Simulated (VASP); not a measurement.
# Al2O3 (R-3c) in VASP: a series of runs

The runs below take Al2O3 through relaxation of the atoms, single point, with PBE.

All numbers are computed with VASP 6.6.1; they aren't measurements. Logs are shortened: lines on timing, memory, paths and dates and some standing lists are left out, and cuts for length are marked.

## 1. The cell of the first run

It takes space group R-3c (No. 167, trigonal). The conventional cell has a = 4.760 Å, b = 4.760 Å, c = 12.996 Å, α = 90.00°, β = 90.00°, γ = 120.00°. Al (site symmetry 3) has 6 O at 1.85 to 1.97 Å within 2.5 Å. O (site symmetry 2) has 4 Al at 1.85 to 1.97 Å and 12 O at 2.53 to 2.86 Å within 2.9 Å.

## 2. Relaxation of the atoms, PBE

The input, INCAR:

```
SYSTEM = Al2O3
ALGO = Normal ; EDIFF = 1E-7
EDIFFG = -0.02 ; ENCUT = 520
GGA = PE ; IBRION = 2
ISIF = 2 ; ISMEAR = -1
KPAR = 2 ; LASPH = .True.
LCHARG = .False. ; LREAL = .False.
LWAVE = .False. ; NELM = 60
NSW = 80 ; PREC = Accurate
SIGMA = 0.02
```

The input, KPOINTS:

```
k-points
0
Gamma
  8 8 8
  0 0 0
```

The input, POSCAR:

```
Al2O3
1.0
    2.3802500000      1.3742379782      4.3318666667
   -2.3802500000      1.3742379782      4.3318666667
    0.0000000000     -2.7484759565      4.3318666667
Al O
4 6
Direct
    0.3521600000      0.3521600000      0.3521600000
    0.1478400000      0.1478400000      0.1478400000
    0.6478400000      0.6478400000      0.6478400000
    0.8521600000      0.8521600000      0.8521600000
    0.5566800000      0.9433200000      0.2500000000
    0.2500000000      0.5566800000      0.9433200000
    0.9433200000      0.2500000000      0.5566800000
    0.4433200000      0.0566800000      0.7500000000
    0.7500000000      0.4433200000      0.0566800000
    0.0566800000      0.7500000000      0.4433200000
```

Potentials or basis: VASP PAW PBE potentials, release 64 (Al, O).

On the command line:

```bash
cat potpaw_PBE.64/Al/POTCAR potpaw_PBE.64/O/POTCAR > POTCAR
mpirun -np 2 vasp_std > vasp.out
```

OUTCAR:

```text
SYSTEM = Al2O3
   EDIFF = 1E-7
   EDIFFG = -0.02
   ENCUT = 520
   GGA = PE
   IBRION = 2
   ISIF = 2
   ISMEAR = -1
   LASPH = .True.
   LREAL = .False.
   NELM = 60
   NSW = 80
   PREC = Accurate

 ion  position               nearest neighbor table
   1  0.352  0.352  0.352-   9 1.85  10 1.85   8 1.85   7 1.97   5 1.97   6 1.97   2 2.66   3 2.79
                             3 2.79   3 2.79   2 3.22   2 3.22   2 3.22
   2  0.148  0.148  0.148-  10 1.85   9 1.85   8 1.85   6 1.97   5 1.97   7 1.97   1 2.66   4 2.79
                             4 2.79   4 2.79   1 3.22   1 3.22   1 3.22
   3  0.648  0.648  0.648-   6 1.85   7 1.85   5 1.85  10 1.97   8 1.97   9 1.97   4 2.66   1 2.79
                             1 2.79   1 2.79   4 3.22   4 3.22   4 3.22
   4  0.852  0.852  0.852-   7 1.85   6 1.85   5 1.85   9 1.97   8 1.97  10 1.97   3 2.66   2 2.79
                             2 2.79   2 2.79   3 3.22   3 3.22   3 3.22
   5  0.557  0.943  0.250-   3 1.85   4 1.85   1 1.97   2 1.97
   6  0.250  0.557  0.943-   3 1.85   4 1.85   2 1.97   1 1.97
   7  0.943  0.250  0.557-   4 1.85   3 1.85   1 1.97   2 1.97
   8  0.443  0.057  0.750-   1 1.85   2 1.85   3 1.97   4 1.97
   9  0.750  0.443  0.057-   1 1.85   2 1.85   4 1.97   3 1.97
  10  0.057  0.750  0.443-   2 1.85   1 1.85   3 1.97   4 1.97

  LATTYP: Found a trigonal (rhomboedric) cell.
 ALAT       =     5.1302230849
 COS(alpha) =     0.5694707703

  Lattice vectors:

 A1 = (   2.3802500000,   1.3742379782,   4.3318666667)
 A2 = (  -2.3802500000,   1.3742379782,   4.3318666667)
 A3 = (   0.0000000000,  -2.7484759565,   4.3318666667)

Analysis of symmetry for initial positions (statically):
=====================================================================
 Subroutine PRICEL returns:
 Original cell was already a primitive cell.

 Routine SETGRP: Setting up the symmetry group for a
 trigonal (rhombohedral) supercell.

 Subroutine GETGRP returns: Found 12 space group operations
 (whereof  6 operations were pure point group operations)
 out of a pool of 12 trial point group operations.

The static configuration has the point symmetry S_6 .
 The point group associated with its full space group is D_3d.

Analysis of symmetry for dynamics (positions and initial velocities):
=====================================================================
 Subroutine PRICEL returns:
 Original cell was already a primitive cell.

 Routine SETGRP: Setting up the symmetry group for a
 trigonal (rhombohedral) supercell.

 Subroutine GETGRP returns: Found 12 space group operations
 (whereof  6 operations were pure point group operations)
 out of a pool of 12 trial point group operations.

The dynamic configuration has the point symmetry S_6 .
 The point group associated with its full space group is D_3d.

 Subroutine INISYM returns: Found 12 space group operations
 (whereof  6 operations are pure point group operations),
 and found     1 'primitive' translations

----------------------------------------------------------------------------------------

                                     Primitive cell

  volume of cell :      85.0180

  direct lattice vectors                    reciprocal lattice vectors
     2.380250000  1.374237978  4.331866667     0.210061968  0.121279334  0.076949121
    -2.380250000  1.374237978  4.331866667    -0.210061968  0.121279334  0.076949121
     0.000000000 -2.748475957  4.331866667     0.000000000 -0.242558668  0.076949121

  length of vectors
     5.130223085  5.130223085  5.130223085     0.254471756  0.254471756  0.254471756

  position of ions in fractional coordinates (direct lattice)
     0.352160000  0.352160000  0.352160000
     0.147840000  0.147840000  0.147840000
[... 116 lines left out ...]
  Thomas-Fermi vector in A             =   2.480350
   LORBIT       =      0    0 simple, 1 ext, 2 COOP (PROOUT), +10 PAW based schemes
   GGA     = PE    functional components
   LHFCALC =     F    Hartree Fock is set to
   AEXX    =    0.0000 exact exchange contribution
   IVDW    =     0    specifies the selected vdW correction
   LEPSILON=     F    determine dielectric tensor
   LRPA    =     F    only Hartree local field effects (RPA)
 conjugate gradient relaxation of ions
 non-spin polarized calculation
  energy-cutoff  :      520.00
  volume of cell :       85.02
 maximum number of plane-waves:      2308
 NGX is ok and might be reduce to    40
   NGX = 19   NGY = 19   NGZ = 19

--------------------------------------- Ionic step        1  -------------------------------------------

 number of electron      48.0000013 magnetization

 Free energy of the ion-electron system (eV)
  ---------------------------------------------------
  ext. energy  EPLUGINS =         0.00000000
  ---------------------------------------------------
  free energy    TOTEN  =       -74.75239508 eV

  energy without entropy =      -74.75239508  energy(sigma->0) =      -74.75239508

------------------------ aborting loop because EDIFF is reached ----------------------------------------

  FORCE on cell =-STRESS in cart. coord.  units (eV):
  Direction    XX          YY          ZZ          XY          YZ          ZX
  --------------------------------------------------------------------------------------
  -------------------------------------------------------------------------------------
  Total        3.9312482      3.9312482      3.5947606     -0.0000000     -0.0000000      0.0000000
  in kB       74.0849848     74.0849848     67.7438231     -0.0000000     -0.0000000      0.0000000
  external PRESSURE =      71.9712642 kB  Pullay stress =       0.0000000 kB

 VOLUME and BASIS-vectors are now :
 -----------------------------------------------------------------------------
  energy-cutoff  :      520.00
  volume of cell :       85.02
      direct lattice vectors                 reciprocal lattice vectors
     2.380250000  1.374237978  4.331866667     0.210061968  0.121279334  0.076949121
    -2.380250000  1.374237978  4.331866667    -0.210061968  0.121279334  0.076949121
     0.000000000 -2.748475957  4.331866667     0.000000000 -0.242558668  0.076949121

 POSITION                                       TOTAL-FORCE (eV/Angst)
 -----------------------------------------------------------------------------------
      0.00000     -0.00000      4.57653         0.000000      0.000000     -0.026810
      0.00000     -0.00000      1.92127         0.000000     -0.000000      0.026810
      0.00000     -0.00000      8.41907         0.000000     -0.000000      0.026810
      0.00000     -0.00000     11.07433         0.000000      0.000000     -0.026810
     -0.92030      1.37424      7.58077        -0.025929      0.000000      0.000000
     -0.72998     -1.48412      7.58077         0.012965     -0.022455      0.000000
      1.65027      0.10988      7.58077         0.012965      0.022455      0.000000
      0.92030     -1.37424      5.41483         0.025929      0.000000      0.000000
      0.72998      1.48412      5.41483        -0.012965      0.022455      0.000000
     -1.65027     -0.10988      5.41483        -0.012965     -0.022455      0.000000
 -----------------------------------------------------------------------------------
    total drift:                               -0.000000      0.000000     -0.000000

  FREE ENERGIE OF THE ION-ELECTRON SYSTEM (eV)
  ---------------------------------------------------
  free  energy   TOTEN  =       -74.7523950771 eV

  energy  without entropy=      -74.7523950771  energy(sigma->0) =      -74.75239508

--------------------------------------- Ionic step        2  -------------------------------------------

 number of electron      48.0000013 magnetization

 Free energy of the ion-electron system (eV)
  ---------------------------------------------------
  ext. energy  EPLUGINS =         0.00000000
  ---------------------------------------------------
  free energy    TOTEN  =       -74.75252837 eV

  energy without entropy =      -74.75252837  energy(sigma->0) =      -74.75252837

 E-fermi :   6.6039     XC(G=0): -11.6851

 val. band max:        6.1365687629   @ k =   0.0000   0.0000   0.0000
 cond. band min:      12.3585753069   @ k =   0.0000   0.0000   0.0000
 fundamental gap:      6.2220065441
 Fermi energy:         6.6038921264

 k-point     1 :       0.0000    0.0000    0.0000
  band No.  band energies     occupation
      1     -13.1055      2.00000
      2     -10.7719      2.00000
      3     -10.4913      2.00000
      4     -10.4913      2.00000
      5     -10.1744      2.00000
      6     -10.1744      2.00000
[... 781 lines left out ...]
     29      17.3164      0.00000
     30      17.5359      0.00000

 [... further k-points ...]

------------------------ aborting loop because EDIFF is reached ----------------------------------------

  FORCE on cell =-STRESS in cart. coord.  units (eV):
  Direction    XX          YY          ZZ          XY          YZ          ZX
  --------------------------------------------------------------------------------------
  -------------------------------------------------------------------------------------
  Total        3.9239860      3.9239860      3.6225950     -0.0000000     -0.0000000      0.0000000
  in kB       73.9481274     73.9481274     68.2683662     -0.0000000     -0.0000000      0.0000000
  external PRESSURE =      72.0548737 kB  Pullay stress =       0.0000000 kB

 VOLUME and BASIS-vectors are now :
 -----------------------------------------------------------------------------
  energy-cutoff  :      520.00
  volume of cell :       85.02
      direct lattice vectors                 reciprocal lattice vectors
     2.380250000  1.374237978  4.331866667     0.210061968  0.121279334  0.076949121
    -2.380250000  1.374237978  4.331866667    -0.210061968  0.121279334  0.076949121
     0.000000000 -2.748475957  4.331866667     0.000000000 -0.242558668  0.076949121

 POSITION                                       TOTAL-FORCE (eV/Angst)
 -----------------------------------------------------------------------------------
      0.00000     -0.00000      4.57524         0.000000     -0.000000      0.001435
      0.00000     -0.00000      1.92256         0.000000      0.000000     -0.001435
      0.00000     -0.00000      8.42036         0.000000      0.000000     -0.001435
      0.00000     -0.00000     11.07304         0.000000     -0.000000      0.001435
     -0.92155      1.37424      7.58077         0.007223     -0.000000      0.000000
     -0.72935     -1.48521      7.58077        -0.003612      0.006255      0.000000
      1.65090      0.11097      7.58077        -0.003612     -0.006255      0.000000
      0.92155     -1.37424      5.41483        -0.007223     -0.000000      0.000000
      0.72935      1.48521      5.41483         0.003612     -0.006255      0.000000
     -1.65090     -0.11097      5.41483         0.003612      0.006255      0.000000
 -----------------------------------------------------------------------------------
    total drift:                                0.000000     -0.000000      0.000000

  FREE ENERGIE OF THE ION-ELECTRON SYSTEM (eV)
  ---------------------------------------------------
  free  energy   TOTEN  =       -74.7525283747 eV

  energy  without entropy=      -74.7525283747  energy(sigma->0) =      -74.75252837

 reached required accuracy - stopping structural energy minimisation
```

Wall time 2.7 min (2 MPI ranks of Intel Xeon Platinum 8488C (Sapphire Rapids), shared host); peak memory 0.3 GiB.

What came out:

```yaml
Free_energy: -74.7525 eV
Energy_gained_by_relaxing: 0.0 meV/atom
Ionic_steps: 2
Pressure_after_relaxing: 7.2 GPa
Largest_force_after_relaxing: 0.007 eV/Å
Band_gap_on_the_k_mesh: 6.22 eV
```

Forces on the atoms (eV/Å):
```
Al   0.000  0.000  0.001
Al   0.000  0.000 -0.001
Al   0.000  0.000 -0.001
Al   0.000  0.000  0.001
O    0.007  0.000  0.000
O   -0.004  0.006  0.000
O   -0.004 -0.006  0.000
O   -0.007  0.000  0.000
O    0.004 -0.006  0.000
O    0.004  0.006  0.000
```

Step by step:
| step | energy change (eV) | largest force (eV/Å) | pressure (GPa) |
| --- | --- | --- | --- |
| 1 | 0.0000 | 0.0268 | 7.20 |
| 2 | -0.0001 | 0.0072 | 7.21 |

Final structure:
```
CELL_PARAMETERS angstrom
2.38025 1.37424 4.33187
-2.38025 1.37424 4.33187
0.00000 -2.74848 4.33187
ATOMIC_POSITIONS crystal
Al 0.35206 0.35206 0.35206
Al 0.14794 0.14794 0.14794
Al 0.64794 0.64794 0.64794
Al 0.85206 0.85206 0.85206
O 0.55642 0.94358 0.25000
O 0.25000 0.55642 0.94358
O 0.94358 0.25000 0.55642
O 0.44358 0.05642 0.75000
O 0.75000 0.44358 0.05642
O 0.05642 0.75000 0.44358
```

## 3. Single point, PBE

The input, INCAR:

```
SYSTEM = Al2O3
PREC = Accurate
ENCUT = 520
EDIFF = 1E-6
ISMEAR = -1
SIGMA = 0.02
LREAL = .False.
LASPH = .True.
NELM = 80
ALGO = Normal
ISIF = 2
LWAVE = .False.
LCHARG = .True.
GGA = PE
LELF = .True.
LVHAR = .True.
NBANDS = 35
```

The input, KPOINTS:

```
Automatic mesh
0
Gamma
  8 8 8
  0 0 0
```

The input, POSCAR:

```
Al2O3
1.0
    2.3802500000      1.3742379782      4.3318666667
   -2.3802500000      1.3742379782      4.3318666667
    0.0000000000     -2.7484759565      4.3318666667
Al O
4 6
Direct
    0.3520823946      0.3520823946      0.3520823946
    0.1479176054      0.1479176054      0.1479176054
    0.6479176054      0.6479176054      0.6479176054
    0.8520823946      0.8520823946      0.8520823946
    0.5564629985      0.9435370015      0.2500000000
    0.2500000000      0.5564629985      0.9435370015
    0.9435370015      0.2500000000      0.5564629985
    0.4435370015      0.0564629985      0.7500000000
    0.7500000000      0.4435370015      0.0564629985
    0.0564629985      0.7500000000      0.4435370015
```

Potentials or basis: VASP PAW PBE potentials, release 64 (Al, O).

On the command line:

```bash
cat potpaw_PBE.64/Al/POTCAR potpaw_PBE.64/O/POTCAR > POTCAR
mpirun -np 1 vasp_std > vasp.out
```

Run time: 4.1 min. Hardware: 1 thread of Intel Xeon Platinum 8259CL at 2.50GHz (Skylake/Cascade Lake), shared host; peak memory 0.31 GiB.

Results (log left out):

```yaml
Free_energy: -74.7525 eV
Pressure: 7.2 GPa
Largest_force: 0.005 eV/Å
Band_gap_on_the_k_mesh: 6.22 eV
```

Forces on the atoms (eV/Å):
```
Al   0.000  0.000 -0.005
Al   0.000  0.000  0.005
Al   0.000  0.000  0.005
Al   0.000  0.000 -0.005
O    0.001  0.000  0.000
O   -0.001  0.001  0.000
O   -0.001 -0.001  0.000
O   -0.001  0.000  0.000
O    0.001 -0.001  0.000
O    0.001  0.001  0.000
```

Stress tensor (GPa, compression positive):
```
7.41 0.00 0.00
0.00 7.41 0.00
0.00 0.00 6.82
```

Levels at points of the mesh, in eV from the valence-band top:
```csv
k point,band 21,band 22,band 23,band 24,band 25,band 26,band 27,band 28
"(0.00, 0.00, 0.00)",-0.49,-0.04,-0.04,0.00,6.22,9.14,10.74,11.52
"(0.50, 0.00, 0.00)",-0.90,-0.90,-0.27,-0.27,9.47,9.47,9.64,9.64
"(0.50, 0.50, 0.00)",-1.02,-0.91,-0.74,-0.25,9.64,9.72,9.94,10.41
"(0.50, 0.50, 0.50)",-0.38,-0.38,-0.38,-0.38,8.68,8.68,11.10,11.10
```

Caveat: the cell stands under pressure. A k mesh can miss the band edges.
